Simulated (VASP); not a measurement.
Runs of VASP 6.6.1 on GaAsSe3. The structure is that of space group Pm-3m (No. 221), or close to it. The cells are those of the table. 

| task | cell | k mesh | cutoff (eV) | gap on the mesh (eV) | pressure (GPa) | relaxed volume (Å³/atom) |
| --- | --- | --- | --- | --- | --- | --- |
| single point | a = 5.121 Å, 5 atoms | 4 × 4 × 4 | 520 | none | 0.2 | - |
| relaxation of cell and atoms | relaxed from a = 4.971 Å, 5 atoms | 4 × 4 × 4 | 600 | none | 0.1 | 26.94 |
| relaxation of cell and atoms | relaxed from a = 5.121 Å, 5 atoms | 8 × 8 × 8 | 600 | none | 0.0 | 26.67 |
| single point | a = 5.106 Å, 5 atoms | 8 × 8 × 8 | 520 | none | 0.1 | - |
| single point | a = 4.971 Å, 5 atoms | 4 × 4 × 4 | 520 | none | (a) | - |

Alike in all rows: level PBE; potentials or basis VASP PAW PBE potentials, release 64 (Ga_d, As, Se); no spin polarisation; smearing gaussian 0.1 eV.

Question: Estimate the missing entries.

Answer: (a) 4.2.

A k mesh can miss the band edges, and the runs leave out spin-orbit coupling on As, Ga, Se.

A gap of «none» marks levels without a gap at the run's occupations.
